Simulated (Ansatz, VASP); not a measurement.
One calculation of P, two programs

The input INCAR:

```
SYSTEM = P
AGGAC = 1.0 ; AGGAX = 1.0
ALDAC = 0.0 ; ALDAX = 1.0
ALGO = Normal ; EDIFF = 1E-6
ENCUT = 520 ; GGA = B5
ISIF = 2 ; ISMEAR = -1
LASPH = .True. ; LCHARG = .False.
LREAL = .False. ; LWAVE = .False.
NBANDS = 12 ; NELM = 60
PREC = Accurate ; SIGMA = 0.1
```

The input KPOINTS:

```
k-points
0
Gamma
  12 12 11
  0 0 0
```

File POSCAR:

```
P
1.0
    3.5803466109      0.0000000000      0.0000000000
   -1.7901733055      3.1006711194      0.0000000000
    0.0000000000      0.0000000000      3.4580470367
P
2
Direct
    0.3333333333      0.6666666667      0.2500000000
    0.6666666667      0.3333333333      0.7500000000
```

Input for Ansatz:

```yaml
crystal:
  lattice:
    - [3.5803466109, 0.0, 0.0]
    - [-1.7901733055, 3.1006711194, 0.0]
    - [0.0, 0.0, 3.4580470367]
  atoms:
    - { symbol: P, position: [0.3333333333, 0.6666666667, 0.25] }
    - { symbol: P, position: [0.6666666667, 0.3333333333, 0.75] }
hamiltonian:
  xc: blyp
  pseudopotentials:
    kind: paw
    azcp:
      P: "pseudopotentials/P.paw.azcp"
basis:
  ecutwfc: 420
  fft_grid_basis: typed
kpoints:
  mp_grid: { grid: [12, 12, 11], shift: [0, 0, 0] }
magnetization:
  spin_polarized: false
scf:
  occupations: { method: fermi_dirac, width: 0.1 }
  lower_state_search: "off"
output:
  stress: true
```

Alike in both runs: task single point; functional BLYP; k mesh 12 × 12 × 11; occupations fermi-dirac, width 0.1 eV; no spin polarisation.

```csv
,VASP,Ansatz
version,VASP 6.6.1,Ansatz 0.2.0
potentials or method,"VASP PAW PBE potentials, release 64 (P), cutoff 520 eV","plane waves (420 eV) with PAW, scalar-relativistic"
valence electrons in the cell,10,10
```

|  | VASP | Ansatz | Ansatz less VASP |
| --- | --- | --- | --- |
| pressure (GPa) | -6.3 | -6.4 | -0.09 |
| traceless stress, the component that is largest in VASP (GPa) | -2.19 | -2.21 | -0.020 |

VASP's potentials were made for PBE, not for BLYP.
